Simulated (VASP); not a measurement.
Input of a VASP 6.6.1 run:

File INCAR:

```
SYSTEM = GeCl3
  PREC = Accurate
  ENCUT = 520
  EDIFF = 1E-6
  ISMEAR = 0
  SIGMA = 0.1
  LREAL = .False.
  LASPH = .True.
  NELM = 100
  ALGO = Normal
  ISIF = 2
  LWAVE = .False.
  LCHARG = .False.
  GGA = PE
  NBANDS = 26
```

The input KPOINTS:

```
Automatic mesh
0
Gamma
  4 4 4
  0 0 0
```

File POSCAR:

```
GeCl3
1.0
   -2.9186462600      2.9186462600      3.2166647600
    2.9186462600     -2.9186462600      3.2166647600
    2.9186462600      2.9186462600     -3.2166647600
Ge Cl
1 3
Direct
    0.5000000000      0.5000000000      0.0000000000
    0.7500000000      0.2500000000      0.5000000000
    0.2500000000      0.7500000000      0.5000000000
    0.0000000000      0.0000000000      0.0000000000
```

Potentials or basis: VASP PAW PBE potentials, release 64 (Ge_d, Cl).

Launch:

```console
$ cat potpaw_PBE.64/Ge_d/POTCAR potpaw_PBE.64/Cl/POTCAR > POTCAR
$ mpirun -np 1 vasp_std > vasp.out
```

(1) Estimate the pressure.

(2) Predict the band gap on the k mesh.

Answers

(1) -5.9 GPa.

(2) zero (an odd number of electrons rules out a gap without spin polarisation).

Caveat: the k points lie up to 0.36 Å⁻¹ apart, too coarse for converged energies and pressures of a metal; an odd number of electrons without spin polarisation forces a metal; a magnetic or distorted state may lie lower.
